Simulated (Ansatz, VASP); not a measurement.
Two plane-wave programs on Ba2W3

```
Ba W
1.0
     5.12803    0.00000    0.00000
     0.00000    5.12803    0.00000
     0.00000    0.00000    5.12803
Ba W
2 3
Direct
  0.00000 0.00000 0.00000
  0.50000 0.50000 0.50000
  0.00000 0.50000 0.50000
  0.50000 0.00000 0.50000
  0.50000 0.50000 0.00000
```

Alike in both runs: functional PBE; k mesh 4 × 4 × 4; occupations gaussian, width 0.1 eV; no spin polarisation.

Ansatz relaxed the structure, and its values are those at the end. VASP's run is a single point on that final structure, the one shown.

```csv
,VASP,Ansatz
version,VASP 6.6.1,Ansatz 0.2.0
potentials or method,"VASP PAW PBE potentials, release 64 (Ba_sv, W_sv), cutoff 520 eV","scalar-relativistic, plane waves, PAW"
valence electrons in the cell,62,62
```

Ansatz gave:

| Item | Value |
| --- | --- |
| gap on the k mesh at the Fermi level (eV) | none |
| pressure (GPa) | -0.3 |

Q: Which values does VASP return?

A: gap on the k mesh at the Fermi level (eV): none; pressure (GPa): 4.7.

A gap of «none» marks a metal or a gap that the smearing closes. One of these differences is far larger than is usual between the two programs; its cause wasn't traced. The functional is the same, so the differences come from potentials, cutoffs and numerics.

Spin-orbit coupling is off throughout.
